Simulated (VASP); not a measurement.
ZnF2: single point with r2SCAN

ZnF2:

```
Zn F
1.0
     4.56143    0.00000    0.00000
     0.00000    4.56143    0.00000
     0.00000    0.00000    3.03353
Zn F
2 4
Direct
  0.50000 0.50000 0.50000
  0.00000 0.00000 0.00000
  0.69884 0.69884 0.00000
  0.80116 0.19884 0.50000
  0.30116 0.30116 0.00000
  0.19884 0.80116 0.50000
```

```
Program             : VASP 6.6.1
Task                : single point
Functional          : r2SCAN
Potentials or basis : VASP PAW PBE potentials, release 64 (Zn, F)
Cutoff              : 660 eV
k mesh              : 6 × 6 × 8
Occupations         : gaussian, width 0.02 eV
Spin                : no spin polarisation
```

```
Pressure               : 14.4 GPa
Largest force          : 0.010 eV/Å
Band gap on the k mesh : 4.33 eV
```

Forces in eV/Å, atoms in the order of the input:
```
Zn   0.000  0.000  0.000
Zn   0.000  0.000  0.000
F    0.007  0.007  0.000
F   -0.007  0.007  0.000
F   -0.007 -0.007  0.000
F    0.007 -0.007  0.000
```

Stress tensor (GPa, compression positive):
```
13.56  0.00  0.00
 0.00 13.56  0.00
 0.00  0.00 15.97
```

Levels at points of the mesh, in eV from the valence-band top:
| k point | band 24 | band 25 | band 26 | band 27 | band 28 | band 29 |
| --- | --- | --- | --- | --- | --- | --- |
| (0.00, 0.00, 0.00) | -0.56 | -0.56 | 0.00 | 4.33 | 10.42 | 10.42 |
| (0.50, 0.00, 0.00) | -0.82 | -0.68 | -0.68 | 7.10 | 7.10 | 11.46 |
| (0.50, 0.50, 0.00) | -1.61 | -0.58 | -0.58 | 8.28 | 8.28 | 9.95 |
| (0.00, 0.00, 0.50) | -1.47 | -1.41 | -1.41 | 9.54 | 9.54 | 13.12 |
| (0.50, 0.00, 0.50) | -1.78 | -0.16 | -0.16 | 10.26 | 10.26 | 11.30 |
| (0.50, 0.50, 0.50) | -1.47 | -0.91 | -0.91 | 9.43 | 9.43 | 12.24 |

Run time: 3.9 min on 1 thread of Intel(R) Xeon(R) 6975P-C (Granite Rapids) (shared host), peak memory 0.29 GiB.

Caveat: the cell stands under pressure; the PAW data sets were made with another functional, which shifts forces and pressure a little. A k mesh can miss the band edges.
